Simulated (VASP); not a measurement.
# F (C2/m) in VASP: further runs

F is run at these levels: PBEsol; tasks: single point.

Everything below comes from runs of VASP 6.6.1. Logs are shortened: lines on timing, memory, paths and dates and some standing lists are left out, and cuts for length are marked.

## Step 1: The cell of the first run

Symmetry: C2/m, No. 12, monoclinic system. Conventional cell: a = 5.938 Å, b = 3.514 Å, c = 7.368 Å, α = 90.00°, β = 111.86°, γ = 90.00°. Within 1.8 Å of F (site symmetry m) lie 1 F at 1.38 Å. Within 1.8 Å of F (site symmetry m) lie 1 F at 1.37 Å.

## Step 2: Single point, PBEsol

Input file INCAR:

```
PREC = Accurate ; ENCUT = 520
EDIFF = 1E-6 ; ISMEAR = 0
SIGMA = 0.05 ; LREAL = F
LASPH = T ; NELM = 100
ALGO = Normal ; ISIF = 2
LWAVE = F ; LCHARG = T
GGA = PS ; LELF = T
LVHAR = T ; NBANDS = 22
```

Input file KPOINTS:

```
Automatic mesh
0
Gamma
  4 4 2
```

Input file POSCAR:

```
F
1.0
    2.9601476377     -1.7568136097     -0.2283121226
    2.9601476377      1.7568136097     -0.2283121226
   -2.2091882975      0.0000000000      7.0286737774
F
4
Direct
    0.0848459664      0.0848459664      0.0940038325
    0.9151540336      0.9151540336      0.9059961675
    0.5015719855      0.5015719855      0.5937195244
    0.4984280145      0.4984280145      0.4062804756
```

Potentials or basis: VASP PAW PBE potentials, release 64 (F).

Command:

```sh
> cat potpaw_PBE.64/F/POTCAR > POTCAR
> mpirun -np 1 vasp_std > vasp.out
```

OUTCAR:

```text
PREC = Accurate
   ENCUT = 520
   EDIFF = 1E-6
   ISMEAR = 0
   LREAL = F
   LASPH = T
   NELM = 100
   ISIF = 2
   GGA = PS

 ion  position               nearest neighbor table
   1  0.085  0.085  0.094-   2 1.38
   2  0.915  0.915  0.906-   1 1.38
   3  0.502  0.502  0.594-   4 1.37
   4  0.498  0.498  0.406-   3 1.37

  LATTYP: Found a base centered monoclinic cell.
 ALAT       =     5.9378785647
 B/A-ratio  =     0.5917310671
 C/A-ratio  =     1.2407939893
 COS(beta)  =    -0.3723223027

  Lattice vectors:

 A1 = (   2.9601476377,  -1.7568136097,  -0.2283121226)
 A2 = (   2.9601476377,   1.7568136097,  -0.2283121226)
 A3 = (  -2.2091882975,   0.0000000000,   7.0286737774)

Analysis of symmetry for initial positions (statically):
=====================================================================
 Subroutine PRICEL returns:
 Original cell was already a primitive cell.

 Routine SETGRP: Setting up the symmetry group for a
 base centered monoclinic supercell.

 Subroutine GETGRP returns: Found  4 space group operations
 (whereof  4 operations were pure point group operations)
 out of a pool of  4 trial point group operations.

The static configuration has the point symmetry C_2h.

Analysis of symmetry for dynamics (positions and initial velocities):
=====================================================================
 Subroutine PRICEL returns:
 Original cell was already a primitive cell.

 Routine SETGRP: Setting up the symmetry group for a
 base centered monoclinic supercell.

 Subroutine GETGRP returns: Found  4 space group operations
 (whereof  4 operations were pure point group operations)
 out of a pool of  4 trial point group operations.

The dynamic configuration has the point symmetry C_2h.

 Subroutine INISYM returns: Found  4 space group operations
 (whereof  4 operations are pure point group operations),
 and found     1 'primitive' translations

----------------------------------------------------------------------------------------

                                     Primitive cell

  volume of cell :      71.3320

  direct lattice vectors                    reciprocal lattice vectors
[... 74 lines left out ...]
   ISPIN  =      1    spin polarized calculation?
   LNONCOLLINEAR =      F non collinear calculations
   LSORBIT =      F    spin-orbit coupling
   LASPH  =      T    aspherical Exc in radial PAW
   ENCUT  =  520.0 eV  38.22 Ry    6.18 a.u.   6.41  6.41 13.70*2*pi/ulx,y,z
   NELM   =    100;   NELMIN=  2; NELMDL= -5     # of ELM steps
   EDIFF  = 0.1E-05   stopping-criterion for ELM
   LREAL  =      F    real-space projection
   EDIFFG = 0.1E-04   stopping-criterion for IOM
   NSW    =      0    number of steps for IOM
   IBRION =     -1    ionic relax: 0-MD 1-quasi-New 2-CG
   NFREE  =      0    steps in history (QN), initial steepest desc. (CG)
   ISIF   =      2    stress and relaxation
   ISYM   =      2    0-nonsym 1-usesym 2-fastsym
   POTIM  = 0.5000    time-step for ionic-motion
   TEBEG  =    0.0;   TEEND  =   0.0 temperature during run
   PSTRESS=    0.0 pullay stress
   NELECT =      28.0000    total number of electrons
   NUPDOWN=      -1.0000    fix difference up-down
   EMIN   =  10.00;   EMAX   =-10.00  energy-range for DOS
   EFERMI =   0.00;   METHOD = LEGACY
   ISMEAR =     0;   SIGMA  =   0.05  broadening in eV -4-tet -1-fermi 0-gaus
   EFERMI_NEDOS =   21; number of points for ismear=-14 and -15
   IALGO  =     38    algorithm
   IMIX   =      4    mixing-type and parameters
     AMIX     =   0.40;   BMIX     =  1.00
     AMIX_MAG =   1.60;   BMIX_MAG =  1.00
  volume/ion in A,a.u.               =      17.83       120.34
  Fermi-wavevector in a.u.,A,eV,Ry     =   1.198669  2.265156 19.548960  1.436808
  Thomas-Fermi vector in A             =   2.334552
   LORBIT       =      0    0 simple, 1 ext, 2 COOP (PROOUT), +10 PAW based schemes
   GGA     = PS    functional components
   LHFCALC =     F    Hartree Fock is set to
   AEXX    =    0.0000 exact exchange contribution
   IVDW    =     0    specifies the selected vdW correction
   LEPSILON=     F    determine dielectric tensor
   LRPA    =     F    only Hartree local field effects (RPA)
 non-spin polarized calculation
 Gauss-broadening in eV      SIGMA  =   0.05
  energy-cutoff  :      520.00
  volume of cell :       71.33
 maximum number of plane-waves:      1945
 NGX is ok and might be reduce to    28

 number of electron      28.0000004 magnetization

 Free energy of the ion-electron system (eV)
  ---------------------------------------------------
  ext. energy  EPLUGINS =         0.00000000
  ---------------------------------------------------
  free energy    TOTEN  =        -7.74427145 eV

  energy without entropy =       -7.74427145  energy(sigma->0) =       -7.74427145

 E-fermi :  -5.1347     XC(G=0):  -7.0668

 val. band max:       -5.3741652130   @ k =   0.5000   0.5000   0.0000
 cond. band min:      -2.1116629770   @ k =   0.0000   0.0000   0.0000
 fundamental gap:      3.2625022360
 Fermi energy:        -5.1347404645

 k-point     1 :       0.0000    0.0000    0.0000
  band No.  band energies     occupation
      1     -31.0138      2.00000
      2     -30.8421      2.00000
      3     -23.8649      2.00000
      4     -23.5488      2.00000
      5     -12.3643      2.00000
      6     -11.6535      2.00000
[... 339 lines left out ...]
     21       9.7193      0.00000
     22       9.9441      0.00000

------------------------ aborting loop because EDIFF is reached ----------------------------------------

  FORCE on cell =-STRESS in cart. coord.  units (eV):
  Direction    XX          YY          ZZ          XY          YZ          ZX
  --------------------------------------------------------------------------------------
  -------------------------------------------------------------------------------------
  Total        0.3827549     -0.2227194      3.5096504      0.0000000      0.0000000      0.2607718
  in kB        8.5970010     -5.0024669     78.8297302      0.0000000      0.0000000      5.8571569
  external PRESSURE =      27.4747548 kB  Pullay stress =       0.0000000 kB

 VOLUME and BASIS-vectors are now :
 -----------------------------------------------------------------------------
  energy-cutoff  :      520.00
  volume of cell :       71.33
      direct lattice vectors                 reciprocal lattice vectors
     2.960147638 -1.756813610 -0.228312123     0.173107017 -0.284606174  0.054409410
     2.960147638  1.756813610 -0.228312123     0.173107017  0.284606174  0.054409410
    -2.209188297  0.000000000  7.028673777     0.011246056  0.000000000  0.145809108

 POSITION                                       TOTAL-FORCE (eV/Angst)
 -----------------------------------------------------------------------------------
      0.29464      0.00000      0.62198         0.651319      0.000000      1.374324
      3.41647      0.00000      5.95007        -0.651319      0.000000     -1.374324
      1.65782      0.00000      3.94403        -0.445969      0.000000      1.455971
      2.05329      0.00000      2.62802         0.445969      0.000000     -1.455971
 -----------------------------------------------------------------------------------
    total drift:                                0.000000      0.000000     -0.000000

  FREE ENERGIE OF THE ION-ELECTRON SYSTEM (eV)
  ---------------------------------------------------
  free  energy   TOTEN  =        -7.7442714462 eV

  energy  without entropy=       -7.7442714462  energy(sigma->0) =       -7.74427145
```

OSZICAR:

```text
N       E                     dE             d eps       ncg     rms          rms(c)
DAV:   1     0.177346218513E+03    0.17735E+03   -0.15227E+04   616   0.116E+03
DAV:   2    -0.876228703753E+00   -0.17822E+03   -0.17327E+03   828   0.282E+02
DAV:   3    -0.948427318830E+01   -0.86080E+01   -0.85744E+01   706   0.620E+01
DAV:   4    -0.953639070660E+01   -0.52118E-01   -0.52116E-01   652   0.555E+00
DAV:   5    -0.953670771657E+01   -0.31701E-03   -0.31701E-03   724   0.415E-01    0.112E+01
DAV:   6    -0.820843964143E+01    0.13283E+01   -0.49375E-01   628   0.716E+00    0.631E+00
DAV:   7    -0.774647757604E+01    0.46196E+00   -0.65507E-01   634   0.778E+00    0.742E-01
DAV:   8    -0.774412186577E+01    0.23557E-02   -0.83219E-02   646   0.208E+00    0.124E-01
DAV:   9    -0.774418416637E+01   -0.62301E-04   -0.10842E-03   694   0.255E-01    0.691E-02
DAV:  10    -0.774427053149E+01   -0.86365E-04   -0.26532E-04   664   0.139E-01    0.265E-02
DAV:  11    -0.774427192362E+01   -0.13921E-05   -0.27836E-05   682   0.524E-02    0.725E-03
DAV:  12    -0.774427144622E+01    0.47741E-06   -0.50277E-06   670   0.195E-02
   1 F= -.77442714E+01 E0= -.77442714E+01  d E =-.970553E-13
```

Run time: 40 s. Hardware: 1 thread of AMD EPYC 7R13, shared host; peak memory 0.16 GiB.

Results:

```yaml
Free_energy: -7.7443 eV
Pressure: 2.7 GPa
Largest_force: 1.523 eV/Å
Band_gap_on_the_k_mesh: 3.26 eV, indirect (least direct gap 3.36 eV)
```

Forces on the atoms (eV/Å):
```
F    0.651  0.000  1.374
F   -0.651  0.000 -1.374
F   -0.446  0.000  1.456
F    0.446  0.000 -1.456
```

Levels at points of the mesh, in eV from the valence-band top:
| k point | band 11 | band 12 | band 13 | band 14 | band 15 | band 16 | band 17 | band 18 |
| --- | --- | --- | --- | --- | --- | --- | --- | --- |
| (0.00, 0.00, 0.00) | -0.34 | -0.19 | -0.12 | -0.10 | 3.26 | 4.16 | 8.64 | 11.05 |
| (0.50, 0.00, 0.00) | -0.42 | -0.33 | -0.31 | -0.19 | 3.75 | 3.84 | 12.63 | 12.80 |
| (0.50, 0.50, 0.00) | -0.38 | -0.33 | -0.22 | 0.00 | 3.69 | 3.84 | 12.94 | 13.39 |
| (0.00, 0.00, 0.50) | -0.31 | -0.19 | -0.18 | -0.10 | 3.64 | 3.73 | 9.50 | 9.52 |
| (0.50, 0.00, 0.50) | -0.54 | -0.35 | -0.22 | -0.07 | 3.55 | 4.02 | 12.54 | 13.44 |
| (0.50, 0.50, 0.50) | -0.42 | -0.30 | -0.20 | -0.12 | 3.74 | 3.84 | 12.70 | 12.86 |

Caveat: the k points lie up to 0.53 Å⁻¹ apart; the PAW data sets were made with another functional, which shifts forces and pressure a little.

## Step 3: Single point, PBEsol

This run uses another cell than the first one, of the same volume but with other edges.

Input file INCAR:

```
SYSTEM = F
PREC = Accurate
ENCUT = 520
EDIFF = 1E-6
ISMEAR = 0
SIGMA = 0.05
LREAL = .FALSE.
LASPH = .TRUE.
NELM = 80
ALGO = Normal
ISIF = 2
LWAVE = .FALSE.
LCHARG = .FALSE.
GGA = PS
NBANDS = 22
```

Input file KPOINTS:

```
Automatic mesh
0
G
  4 4 2
  0 0 0
```

Input file POSCAR:

```
F
1.0
    3.1562347980     -1.7013658892     -0.2434360560
    3.1562347980      1.7013658892     -0.2434360560
   -2.4069595056      0.0000000000      6.8274697419
F
4
Direct
    0.0848459664      0.0848459664      0.0940038325
    0.9151540336      0.9151540336      0.9059961675
    0.5015719855      0.5015719855      0.5937195244
    0.4984280145      0.4984280145      0.4062804756
```

Potentials or basis: VASP PAW PBE potentials, release 64 (F).

Command:

```sh
> cat potpaw_PBE.64/F/POTCAR > POTCAR
> mpirun -np 1 vasp_std > vasp.out
```

Run time: 35 s. Hardware: 1 thread of AMD EPYC 7R13, shared host; peak memory 0.15 GiB.

It converged, with:

```
Free energy            : -7.6343 eV
Pressure               : 5.3 GPa
Largest force          : 2.776 eV/Å
Band gap on the k mesh : 3.64 eV, indirect (least direct gap 3.75 eV)
```

Forces in eV/Å, atoms in the order of the input:
```
F    1.276  0.000  2.448
F   -1.276  0.000 -2.448
F   -0.893  0.000  2.629
F    0.893  0.000 -2.629
```

Stress tensor (GPa, compression positive):
```
 2.21  0.00  0.97
 0.00 -0.45  0.00
 0.97  0.00 14.09
```

Levels at points of the mesh, in eV from the valence-band top:
| k point | band 11 | band 12 | band 13 | band 14 | band 15 | band 16 | band 17 | band 18 |
| --- | --- | --- | --- | --- | --- | --- | --- | --- |
| (0.00, 0.00, 0.00) | -0.43 | -0.19 | -0.16 | -0.11 | 3.64 | 4.47 | 8.49 | 11.00 |
| (0.50, 0.00, 0.00) | -0.43 | -0.38 | -0.34 | -0.23 | 4.10 | 4.18 | 12.52 | 12.67 |
| (0.50, 0.50, 0.00) | -0.38 | -0.31 | -0.22 | 0.00 | 4.05 | 4.14 | 12.61 | 12.75 |
| (0.00, 0.00, 0.50) | -0.36 | -0.26 | -0.19 | -0.12 | 3.97 | 4.04 | 9.43 | 9.45 |
| (0.50, 0.00, 0.50) | -0.58 | -0.42 | -0.24 | -0.09 | 3.93 | 4.33 | 12.46 | 13.28 |
| (0.50, 0.50, 0.50) | -0.40 | -0.30 | -0.18 | -0.12 | 4.08 | 4.16 | 12.17 | 12.34 |

Caveat: the k points lie up to 0.54 Å⁻¹ apart; the PAW data sets were made with another functional, which shifts forces and pressure a little.

[end of part 1 of 2]
